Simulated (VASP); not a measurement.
# Al12HO in VASP: single point with PBE

Aim: the single point of Al12HO with PBE.

Program: VASP 6.6.1. These are calculated values, not measurements. Logs are shortened: lines on timing, memory, paths and dates and some standing lists are left out, and cuts for length are marked.

## 1. The cell of the first run

The cell holds a slab with vacuum, 14 atoms: a = 5.714 Å, b = 5.714 Å, c = 22.175 Å, α = 90.00°, β = 90.00°, γ = 90.00°.

## 2. Single point, PBE, collinear spin, ferromagnetic start

INCAR

```
PREC = Accurate
ENCUT = 520
EDIFF = 1E-6
ISMEAR = 0
SIGMA = 0.1
LREAL = F
LASPH = T
NELM = 200
ALGO = Normal
ISIF = 2
LWAVE = F
LCHARG = F
ISPIN = 2
MAGMOM = 0 0 0 0 0 0 0 0 0 0 0 0 1 0
LORBIT = 11
LDIPOL = T
IDIPOL = 3
DIPOL = 0.5 0.5 0.290
GGA = PE
NBANDS = 38
GGA_COMPAT = F
NELMDL = -8
```

KPOINTS

```
Automatic mesh
0
Gamma
  5 5 1
```

POSCAR

```
Al12HO
1.0
    5.7135165837      0.0000000000      0.0000000000
    0.0000000000      5.7135165837      0.0000000000
    0.0000000000      0.0000000000     22.1746954375
Al O H
12 1 1
Direct
    0.2500000000      0.2500000000      0.1803857921
    0.2500000000      0.7500000000      0.1803857921
    0.7500000000      0.2500000000      0.1803857921
    0.7500000000      0.7500000000      0.1803857921
    0.0000000000      0.0000000000      0.2744050924
    0.0000000000      0.5000000000      0.2744050924
    0.5000000000      0.0000000000      0.2744050924
    0.5000000000      0.5000000000      0.2744050924
    0.2500000000      0.2500000000      0.3686497278
    0.2500000000      0.7500000000      0.3686497278
    0.7500000000      0.2500000000      0.3686497278
    0.7500000000      0.7500000000      0.3686497278
    0.0000000000      0.0000000000      0.3618852606
    0.0320315342      0.0320315342      0.4054450844
```

Potentials or basis: VASP PAW PBE potentials, release 64 (Al, O, H).

Launch:

```console
$ cat potpaw_PBE.64/Al/POTCAR potpaw_PBE.64/O/POTCAR potpaw_PBE.64/H/POTCAR > POTCAR
$ mpirun -np 1 vasp_std > vasp.out
```

OUTCAR:

```text
PREC = Accurate
   ENCUT = 520
   EDIFF = 1E-6
   ISMEAR = 0
   LREAL = F
   LASPH = T
   NELM = 200
   ISIF = 2
   ISPIN = 2
   LORBIT = 11
   GGA = PE
   NELMDL = -8

 ion  position               nearest neighbor table
   1  0.250  0.250  0.180-   2 2.86   3 2.86   2 2.86   3 2.86   7 2.90   8 2.90   5 2.90   6 2.90

   2  0.250  0.750  0.180-   1 2.86   4 2.86   1 2.86   4 2.86   7 2.90   8 2.90   5 2.90   6 2.90

   3  0.750  0.250  0.180-   1 2.86   4 2.86   4 2.86   1 2.86   7 2.90   8 2.90   5 2.90   6 2.90

   4  0.750  0.750  0.180-   2 2.86   3 2.86   3 2.86   2 2.86   7 2.90   8 2.90   5 2.90   6 2.90

   5  0.000  0.000  0.274-  13 1.94   7 2.86   6 2.86   6 2.86   7 2.86   2 2.90   3 2.90   4 2.90
                             1 2.90  12 2.91   9 2.91  10 2.91  11 2.91
   6  0.000  0.500  0.274-   5 2.86   8 2.86   5 2.86   8 2.86   1 2.90   2 2.90   3 2.90   4 2.90
                            11 2.91  12 2.91   9 2.91  10 2.91
   7  0.500  0.000  0.274-   5 2.86   8 2.86   8 2.86   5 2.86   1 2.90   2 2.90   3 2.90   4 2.90
                            11 2.91  12 2.91   9 2.91  10 2.91
   8  0.500  0.500  0.274-   6 2.86   7 2.86   7 2.86   6 2.86   1 2.90   2 2.90   3 2.90   4 2.90
                            11 2.91  12 2.91   9 2.91  10 2.91
   9  0.250  0.250  0.369-  14 1.94  13 2.03  10 2.86  11 2.86  10 2.86  11 2.86   7 2.91   8 2.91
                             5 2.91   6 2.91
  10  0.250  0.750  0.369-  13 2.03  12 2.86   9 2.86   9 2.86  12 2.86   6 2.91   7 2.91   8 2.91
                             5 2.91
  11  0.750  0.250  0.369-  13 2.03  12 2.86   9 2.86  12 2.86   9 2.86   6 2.91   7 2.91   8 2.91
                             5 2.91
  12  0.750  0.750  0.369-  13 2.03  11 2.86  10 2.86  11 2.86  10 2.86   6 2.91   7 2.91   8 2.91
                             5 2.91
  13  0.000  0.000  0.362-  14 1.00   5 1.94  10 2.03  11 2.03  12 2.03   9 2.03
  14  0.032  0.032  0.405-  13 1.00   9 1.94

  LATTYP: Found a simple tetragonal cell.
 ALAT       =     5.7135165837
 C/A-ratio  =     3.8810940885

  Lattice vectors:

 A1 = (   5.7135165837,   0.0000000000,   0.0000000000)
 A2 = (   0.0000000000,   5.7135165837,   0.0000000000)
 A3 = (   0.0000000000,   0.0000000000,  22.1746954375)

Analysis of symmetry for initial positions (statically):
=====================================================================
 Subroutine PRICEL returns:
 Original cell was already a primitive cell.

 Routine SETGRP: Setting up the symmetry group for a
 simple tetragonal supercell.

[... 533 lines left out ...]
      2     -13.3712      1.00000
      3     -10.9088      1.00000
      4     -10.9005      1.00000
      5     -10.4733      1.00000
      6      -8.4912      1.00000
[... 313 lines left out ...]
     32       2.2154      0.00000
     33       2.5623      0.00000
 [bands above 33 left out]

------------------------ aborting loop because EDIFF is reached ----------------------------------------

 vacuum level on the upper side and lower side of the slab       (xc-potential included)         0.031         0.003

  FORCE on cell =-STRESS in cart. coord.  units (eV):
  Direction    XX          YY          ZZ          XY          YZ          ZX
  --------------------------------------------------------------------------------------
  -------------------------------------------------------------------------------------
  Total        3.1445051      3.1445051      4.6928268      0.2515419      0.2326041      0.2326040
  in kB        6.9598237      6.9598237     10.3867686      0.5567449      0.5148294      0.5148292
  external PRESSURE =       8.1021387 kB  Pullay stress =       0.0000000 kB

 VOLUME and BASIS-vectors are now :
 -----------------------------------------------------------------------------
  energy-cutoff  :      520.00
  volume of cell :      723.88
      direct lattice vectors                 reciprocal lattice vectors
     5.713516584  0.000000000  0.000000000     0.175023558  0.000000000  0.000000000
     0.000000000  5.713516584  0.000000000     0.000000000  0.175023558  0.000000000
     0.000000000  0.000000000 22.174695437     0.000000000  0.000000000  0.045096448

 POSITION                                       TOTAL-FORCE (eV/Angst)
 -----------------------------------------------------------------------------------
      1.42838      1.42838      4.00000         0.044008      0.044008      0.078755
      1.42838      4.28514      4.00000         0.058924     -0.054058      0.075428
      4.28514      1.42838      4.00000        -0.054058      0.058924      0.075428
      4.28514      4.28514      4.00000        -0.069447     -0.069447      0.037400
      0.00000      0.00000      6.08485         0.039667      0.039667     -2.177015
      0.00000      2.85676      6.08485        -0.018784      0.022685      0.125705
      2.85676      0.00000      6.08485         0.022685     -0.018784      0.125705
      2.85676      2.85676      6.08485        -0.000523     -0.000523     -0.211700
      1.42838      1.42838      8.17470         2.213820      2.213820     -0.246079
      1.42838      4.28514      8.17470         1.786824     -1.815469     -0.152656
      4.28514      1.42838      8.17470        -1.815469      1.786824     -0.152656
      4.28514      4.28514      8.17470        -1.585590     -1.585590     -0.118486
      0.00000      0.00000      8.02470        -0.771148     -0.771148      0.699216
      0.18301      0.18301      8.99062         0.149092      0.149092      1.840955
 -----------------------------------------------------------------------------------
    total drift:                               -0.000087     -0.000087     -0.000246

  FREE ENERGIE OF THE ION-ELECTRON SYSTEM (eV)
  ---------------------------------------------------
  free  energy   TOTEN  =       -48.5365790038 eV

  energy  without entropy=      -48.4915177871  energy(sigma->0) =      -48.51404840

 vacuum level on the upper side and lower side of the slab         3.709         3.661

 total charge

# of ion       s       p       d       tot
------------------------------------------
    1        0.475   0.284   0.000   0.758
    2        0.474   0.284   0.000   0.758
    3        0.474   0.284   0.000   0.758
    4        0.473   0.285   0.000   0.759
    5        0.426   0.328   0.000   0.755
    6        0.419   0.347   0.000   0.766
    7        0.419   0.347   0.000   0.766
    8        0.438   0.326   0.000   0.764
    9        0.476   0.296   0.000   0.771
   10        0.478   0.286   0.000   0.763
   11        0.478   0.286   0.000   0.763
   12        0.477   0.284   0.000   0.761
   13        1.626   3.635   0.000   5.261
   14        0.560   0.132   0.000   0.693
--------------------------------------------------
tot          7.693   7.403   0.000  15.096

 magnetization (x)

# of ion       s       p       d       tot
------------------------------------------
    1        0.000   0.000   0.000   0.000
    2        0.000   0.000   0.000   0.000
    3        0.000   0.000   0.000   0.000
    4        0.000   0.000   0.000   0.000
    5        0.000   0.000   0.000   0.000
    6        0.000   0.000   0.000   0.000
    7        0.000   0.000   0.000   0.000
    8       -0.000  -0.000   0.000  -0.000
    9       -0.000   0.000   0.000   0.000
   10       -0.000   0.000   0.000  -0.000
   11       -0.000   0.000   0.000  -0.000
   12       -0.000   0.000   0.000   0.000
   13        0.000  -0.000   0.000  -0.000
   14       -0.000  -0.000   0.000  -0.000
--------------------------------------------------
tot          0.000  -0.000   0.000   0.000
```

stdout:

```text
POSCAR found type information on POSCAR AlO H
 POSCAR found :  3 types and      14 ions
 scaLAPACK will be used
 LDA part: xc-table for (Slater+PW92), standard interpolation
 POSCAR, INCAR and KPOINTS ok, starting setup
 FFT: planning ... GRIDC
 FFT: planning ... GRID_SOFT
 FFT: planning ... GRID
 WAVECAR not read
 entering main loop
```

Wall time 16 min (1 thread of Intel Xeon Platinum 8488C (Sapphire Rapids), shared host); peak memory 1 GiB.

Results:

```
Free energy                                           : -48.5366 eV
Largest force                                         : 3.140 eV/Å
Net moment                                            : 0.00 μB per cell
Valence electrons inside the program's atomic spheres : Al 0.76, 0.77 (each value once); O 5.26; H 0.69
```

Forces in eV/Å, atoms in the order of the input:
```
Al   0.044  0.044  0.079
Al   0.059 -0.054  0.075
Al  -0.054  0.059  0.075
Al  -0.069 -0.069  0.037
Al   0.040  0.040 -2.177
Al  -0.019  0.023  0.126
Al   0.023 -0.019  0.126
Al  -0.001 -0.001 -0.212
Al   2.214  2.214 -0.246
Al   1.787 -1.815 -0.153
Al  -1.815  1.787 -0.153
Al  -1.586 -1.586 -0.118
O   -0.771 -0.771  0.699
H    0.149  0.149  1.841
```
